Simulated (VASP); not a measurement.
# SrB5Te: single point with PBE

The system is SrB5Te.

```xyz
7
Lattice="3.5892 0.0000 0.0000 0.0000 3.5892 0.0000 0.0000 0.0000 7.8607" Properties=species:S:1:pos:R:3 pbc="T T T"
Sr    0.0000    0.0000    0.0000
B     0.0000    1.7946    2.0626
B     0.0000    1.7946    5.7981
B     1.7946    0.0000    2.0626
B     1.7946    0.0000    5.7981
B     1.7946    1.7946    0.0000
Te    0.0000    0.0000    3.9304
```

```
Program                : VASP 6.6.1
Task                   : single point
Functional             : PBE
Potentials or basis    : VASP PAW PBE potentials, release 64 (Sr_sv, B, Te)
Cutoff                 : 520 eV
k mesh                 : 6 × 6 × 2
Occupations            : gaussian, width 0.1 eV
Spin                   : no spin polarisation
Dipole correction      : no
Further INCAR settings : ALGO = Normal; EDIFF = 1e-06; NBANDS = 24
```

| Property | Result |
| --- | --- |
| Pressure | 0.1 GPa |
| Largest force | 0.006 eV/Å |

Forces on the atoms (eV/Å):
```
Sr   0.000  0.000  0.000
B    0.000  0.000  0.006
B    0.000  0.000 -0.006
B    0.000  0.000  0.006
B    0.000  0.000 -0.006
B    0.000  0.000  0.000
Te   0.000  0.000  0.000
```

Stress tensor (GPa, compression positive):
```
0.11 0.00 0.00
0.00 0.11 0.00
0.00 0.00 0.21
```

Levels at points of the mesh, in eV from the Fermi level:
```csv
k point,band 11,band 12,band 13,band 14,band 15,band 16,band 17,band 18,band 19,band 20
"(0.00, 0.00, 0.00)",-2.73,-1.97,-1.16,-1.16,-0.80,0.17,1.52,1.52,1.83,3.06
"(0.50, 0.00, 0.00)",-1.49,-1.16,-1.11,-0.78,-0.69,-0.46,0.70,1.15,2.02,2.61
"(0.50, 0.50, 0.00)",-5.18,-3.47,-2.08,-2.08,-1.98,-1.91,0.09,0.09,2.67,2.67
"(0.00, 0.00, 0.50)",-1.62,-1.55,-0.88,-0.88,-0.62,0.80,1.24,1.93,1.93,2.07
"(0.50, 0.00, 0.50)",-3.31,-3.19,-1.61,-0.67,1.30,1.45,1.46,1.75,2.00,2.37
"(0.50, 0.50, 0.50)",-4.75,-3.77,-2.70,-2.70,-1.35,-0.82,0.03,0.03,1.91,2.93
```

Wall time 23 s on 1 thread of Intel(R) Xeon(R) 6975P-C (Granite Rapids), on a shared host, peak memory 0.23 GiB.

Caveat: the k points lie up to 0.40 Å⁻¹ apart; spin-orbit coupling is left out, which moves the levels of the heavy elements.
